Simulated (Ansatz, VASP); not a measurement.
## I in VASP and in Ansatz

```
CELL_PARAMETERS angstrom
4.22146 0.00000 0.00000
-2.11073 3.65589 0.00000
0.00000 0.00000 4.93012
ATOMIC_POSITIONS crystal
I 0.33333 0.66667 0.25000
I 0.66667 0.33333 0.75000
```

Alike in both runs: functional r2SCAN; k mesh 15 × 15 × 8; occupations gaussian, width 0.1 eV; no spin polarisation.

Ansatz relaxed the structure, and its values are those at the end. VASP's run is a single point on that final structure, the one shown.

|  | VASP | Ansatz |
| --- | --- | --- |
| version | VASP 6.6.1 | Ansatz 0.2.0 |
| potentials or method | VASP PAW PBE potentials, release 64 (I), cutoff 520 eV | scalar-relativistic, plane waves, PAW |
| valence electrons in the cell | 14 | 34 |

```tsv
	VASP	Ansatz	Ansatz less VASP
gap on the k mesh at the Fermi level (eV)	none	none	-
pressure (GPa)	0.0	0.0	+0.04
```

VASP's potentials were made for PBE, not for r2SCAN. A gap of «none» marks a metal or a gap that the smearing closes. VASP's potentials hold 14 valence electrons a cell and Ansatz's 34, so a difference there can come from the potentials and not from the codes.

Neither program's run includes spin-orbit coupling.
